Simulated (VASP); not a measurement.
Here is a VASP 6.6.1 calculation.

The input INCAR:

```
SYSTEM = Ge
PREC     = Accurate       ! precision mode
ENCUT    = 600            ! plane-wave cutoff, eV
EDIFF    = 1E-7           ! SCF threshold, eV
ISMEAR   = -1             ! smearing method
SIGMA    = 0.08           ! smearing width, eV
LREAL    = .FALSE.        ! projectors in reciprocal space
LASPH    = .TRUE.         ! aspherical terms in the spheres
NELM     = 100            ! most SCF steps
ALGO     = Normal         ! electronic algorithm
ISIF     = 3              ! what is computed and relaxed
LWAVE    = .FALSE.        ! write WAVECAR
LCHARG   = .FALSE.        ! write CHGCAR
GGA      = PS             ! functional
IBRION   = 2              ! ionic algorithm
NSW      = 60             ! ionic steps
EDIFFG   = -0.005         ! ionic threshold
PSTRESS  = 1200.0
```

KPOINTS

```
regular mesh
0
G
  17 17 9
  0 0 0
```

The input POSCAR:

```
Ge
1.0
    2.5026334823      0.0000000000      0.0000000000
   -1.2513167411      2.1673441720      0.0000000000
    0.0000000000      0.0000000000      4.0542662413
Ge
2
Direct
    0.3333333333      0.6666666667      0.2500000000
    0.6666666667      0.3333333333      0.7500000000
```

Potentials or basis: VASP PAW PBE potentials, release 64 (Ge_d).

Command:

```bash
$ cat potpaw_PBE.64/Ge_d/POTCAR > POTCAR
$ mpirun -np 1 vasp_std > vasp.out
```

(1) Estimate the band gap on the k mesh.

(2) Predict the space group after relaxing (to 0.1 Å).

(3) Predict the relaxed volume.

## Answers

(1) zero (bands 14 and 15 overlap by 15.82 eV).

(2) P6_3/mmc (No. 194).

(3) 10.98 Å³/atom.

Caveat: the cell is relaxed towards a set pressure, so the run minimises the enthalpy, not the energy; the PAW data sets were made with another functional, which shifts forces and pressure a little.
